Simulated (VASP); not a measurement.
SiGe: single point with PBEsol

SiGe:

```xyz
4
Lattice="3.8655 0.0000 0.0000 -1.9327 3.3476 0.0000 0.0000 0.0000 6.3854" Properties=species:S:1:pos:R:3 pbc="T T T"
Si    1.9327    1.1159    5.5843
Si    0.0000    2.2317    2.3916
Ge    1.9327    1.1159    3.2947
Ge    0.0000    2.2317    0.1020
```

This cell differs from its parent crystal: atoms shifted along a free coordinate.

| Quantity | Value |
| --- | --- |
| Program | VASP 6.6.1 |
| Task | single point |
| Functional | PBEsol |
| Potentials or basis | VASP PAW PBE potentials, release 64 (Si, Ge_d) |
| Cutoff | 520 eV |
| k mesh | 12 × 12 × 6 |
| Occupations | gaussian, width 0.03 eV |
| Spin | no spin polarisation |

The pressure is 2.5 GPa and the largest force is 1.435 eV/Å. The band gap on the k mesh is zero (filled and empty bands touch).

Forces in eV/Å, atoms in the order of the input:
```
Si   0.000  0.000  1.435
Si   0.000  0.000  1.435
Ge   0.000  0.000 -1.435
Ge   0.000  0.000 -1.435
```

Stress tensor (GPa, compression positive):
```
0.07 0.00 0.00
0.00 0.07 0.00
0.00 0.00 7.42
```

Levels at points of the mesh, in eV from the Fermi level:
```
           k point  band 14  band 15  band 16  band 17  band 18  band 19  band 20  band 21  band 22  band 23
(0.00, 0.00, 0.00)    -1.82    -1.82    -1.13     0.02     0.02     0.42     1.47     1.60     1.60     2.77
(0.50, 0.00, 0.00)    -6.55    -5.42    -3.71    -3.46    -1.57     0.16     1.85     2.49     2.60     4.34
(0.00, 0.00, 0.50)    -5.22    -1.15    -1.15    -1.15    -1.15     1.25     1.25     2.86     2.86     2.86
(0.50, 0.00, 0.50)    -7.89    -3.15    -3.15    -2.74    -2.74     0.26     0.26     1.65     1.65     5.29
```

It took 2.4 min on 1 thread of Intel(R) Xeon(R) Platinum 8259CL CPU @ 2.50GHz (Skylake/Cascade Lake) (shared host), peak memory 0.28 GiB.

Caveat: the cell differs from its parent crystal (atoms shifted along a free coordinate); the stress differs along the axes, from 0 to 7 GPa; semilocal functionals underestimate gaps, and a narrow one can read as zero; the PAW data sets were made with another functional, which shifts forces and pressure a little.
